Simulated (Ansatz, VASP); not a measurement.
One calculation of CuO, two programs

```
CELL_PARAMETERS angstrom
2.87950 0.00000 0.00000
0.03907 2.87928 0.00000
0.01750 0.01724 5.17634
ATOMIC_POSITIONS crystal
Cu 0.00000 0.50000 0.00000
Cu 0.50000 0.00000 0.50000
O 0.99842 0.00167 0.74989
O 0.00158 0.99833 0.25011
```

Alike in both runs: task relaxation of cell and atoms; functional PBEsol; k mesh 7 × 7 × 4; occupations fermi-dirac, width 0.05 eV; no spin polarisation.

```csv
,VASP,Ansatz
version,VASP 6.6.1,Ansatz 0.2.0
potentials or method,"VASP PAW PBE potentials, release 64 (Cu, O), cutoff 600 eV","all-electron LAPW, scalar-relativistic"
```

Ansatz gave:

* relaxed volume (Å³/atom): 10.66
* relaxed cell length with the largest relative difference (Å): 5.094

Question: Which values does VASP return?

Answer: Relaxed volume (Å³/atom): 10.70; relaxed cell length with the largest relative difference (Å): 5.103.

VASP's potentials were made for PBE, not for PBEsol. Ansatz ran all-electron here, and VASP with PAW potentials.

Noted on Ansatz's run: the k mesh is thin for a metal, which can move the energy by tens of meV per atom.
